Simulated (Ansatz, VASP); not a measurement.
## One calculation of GaB, two programs

The input INCAR:

```
ALGO = Normal
EDIFF = 1E-7
ENCUT = 520
GGA = PE
ISIF = 2
ISMEAR = -1
LASPH = T
LCHARG = F
LREAL = F
LWAVE = F
NBANDS = 15
NELM = 80
PREC = Accurate
SIGMA = 0.05
```

The input KPOINTS:

```
k-points
0
Gamma
  10 10 8
```

File POSCAR:

```
GaB
1.0
    2.7182400000      0.0000000000      0.0000000000
    0.0000000000      2.7182400000      0.0000000000
    0.0000000000      0.0000000000      3.2362100000
Ga B
1 1
Direct
    0.5128990000      0.5043680000      0.4871810000
   -0.0037240000     -0.0097550000     -0.0062070000
```

The input input.yaml:

```yaml
crystal:
  lattice:
    - [2.71824, 0.0, 0.0]
    - [0.0, 2.71824, 0.0]
    - [0.0, 0.0, 3.23621]
  atoms:
    - { symbol: Ga, position: [0.512899, 0.504368, 0.487181] }
    - { symbol: B, position: [-0.003724, -0.009755, -0.006207] }
hamiltonian:
  xc: pbe
  pseudopotentials: { kind: paw, azcp: { folder: soft_1 } }
kpoints:
  mp_grid: { grid: [10, 10, 8] }
scf:
  occupations: { method: fermi_dirac, width: 0.05 }
output:
  forces: true
  stress: true
  eigenvalues: true
```

Change from the starting cell: atoms moved at random, drawn with an rms of 0.05 Å.

Alike in both runs: task single point; functional PBE; k mesh 10 × 10 × 8; occupations fermi-dirac, width 0.05 eV; no spin polarisation.

|  | VASP | Ansatz |
| --- | --- | --- |
| version | VASP 6.6.1 | Ansatz 0.2.0 |
| potentials or method | VASP PAW PBE potentials, release 64 (Ga_d, B) | Ansatz PAW soft_1 |
| plane-wave cutoff (eV) | 520 | 420 |
| valence electrons in the cell | 16 | 16 |

|  | VASP | Ansatz | Ansatz less VASP |
| --- | --- | --- | --- |
| gap on the k mesh at the Fermi level (eV) | none | none | - |
| pressure (GPa) | 0.2 | 0.0 | -0.19 |
| traceless stress, the component that is largest in VASP (GPa) | -0.52 | -0.51 | +0.011 |
| rms of the force components (eV/Å) | 0.030 | 0.031 | +0.0003 |

Atom by atom the forces differ by 0.001 eV/Å (rms over components). A gap of «none» marks a metal or a gap that the smearing closes.
